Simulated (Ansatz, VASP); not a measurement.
**One calculation of AlRu, two programs**

```
Ru Al
1.0
     0.00000    2.49218    2.49218
     2.49218    0.00000    2.49218
     2.49218    2.49218    0.00000
Ru Al
1 1
Direct
  0.00000 0.00000 0.00000
  0.50000 0.50000 0.50000
```

Alike in both runs: functional PBE; k mesh 14 × 14 × 14; occupations fermi-dirac, width 0.08 eV; no spin polarisation.

Ansatz relaxed the structure, and its values are those at the end. VASP's run is a single point on that final structure, the one shown.

```csv
,VASP,Ansatz
version,VASP 6.6.1,Ansatz 0.2.0
potentials or method,"VASP PAW PBE potentials, release 64 (Ru_pv, Al)","PAW with Ansatz's default frozen-core files, scalar-relativistic"
plane-wave cutoff (eV),520,420
valence electrons in the cell,17,19
```

```tsv
	VASP	Ansatz	Ansatz less VASP
pressure (GPa)	0.0	0.0	-0.05
```

VASP's potentials hold 17 valence electrons a cell and Ansatz's 19, so a difference there can come from the potentials and not from the codes.
